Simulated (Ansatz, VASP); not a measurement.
**One calculation of NbRu3C, two programs**

Contents of INCAR:

```
ALGO = Normal
EDIFF = 1E-6
EDIFFG = -0.01
ENCUT = 600
GGA = PS
IBRION = 2
ISIF = 3
ISMEAR = -1
LASPH = True
LCHARG = False
LREAL = False
LWAVE = False
NELM = 60
NSW = 60
PREC = Accurate
SIGMA = 0.05
```

File KPOINTS:

```
k-points
0
Gamma
  7 7 7
```

The input POSCAR:

```
NbRu3C
1.0
    4.0651380000      0.0000000000      0.0000000000
    0.0000000000      4.0651380000      0.0000000000
    0.0000000000      0.0000000000      4.0651380000
Ru Nb C
3 1 1
Direct
    0.5000000000      0.5000000000      0.0000000000
    0.5000000000      0.0000000000      0.5000000000
    0.0000000000      0.5000000000      0.5000000000
    0.0000000000      0.0000000000      0.0000000000
    0.5000000000      0.5000000000      0.5000000000
```

input.yaml

```yaml
crystal:
  lattice:
    - [4.065138, 0.0, 0.0]
    - [0.0, 4.065138, 0.0]
    - [0.0, 0.0, 4.065138]
  atoms:
    - { symbol: Ru, position: [0.5, 0.5, 0.0] }
    - { symbol: Ru, position: [0.5, 0.0, 0.5] }
    - { symbol: Ru, position: [0.0, 0.5, 0.5] }
    - { symbol: Nb, position: [0.0, 0.0, 0.0] }
    - { symbol: C, position: [0.5, 0.5, 0.5] }
hamiltonian:
  xc: pbesol
  pseudopotentials: { kind: paw }
kpoints:
  mp_grid: { grid: [7, 7, 7] }
scf:
  occupations: { method: fermi_dirac, width: 0.05 }
output:
  forces: true
  stress: true
  eigenvalues: true
  write_density: true
  write_potential: true
  elf: true
  volumetric_format: npy
relax:
  f_tol: 0.01
  max_steps: 40
  cell: { stress_tol: 0.05 }
```

Alike in both runs: task relaxation of cell and atoms; functional PBEsol; k mesh 7 × 7 × 7; occupations fermi-dirac, width 0.05 eV; no spin polarisation.

|  | VASP | Ansatz |
| --- | --- | --- |
| version | VASP 6.6.1 | Ansatz 0.2.0 |
| potentials or method | VASP PAW PBE potentials, release 64 (Ru_pv, Nb_sv, C) | Ansatz PAW |
| plane-wave cutoff (eV) | 600 | 420 |
| valence electrons in the cell | 59 | 65 |

|  | VASP | Ansatz | Ansatz less VASP |
| --- | --- | --- | --- |
| gap on the k mesh at the Fermi level, each at its own relaxed structure (eV) | none | none | - |
| relaxed volume (Å³/atom) | 12.88 | 12.88 | +0.004 |
| relaxed cell length with the largest relative difference (Å) | 4.008 | 4.009 | +0.0004 |

VASP's potentials were made for PBE, not for PBEsol. A gap of «none» marks a metal or a gap that the smearing closes. VASP's potentials hold 59 valence electrons a cell and Ansatz's 65, so a difference there can come from the potentials and not from the codes.

Noted on Ansatz's run: the plane-wave basis is chosen anew once the cell has moved, so the energies of steps on either side of that aren't comparable.
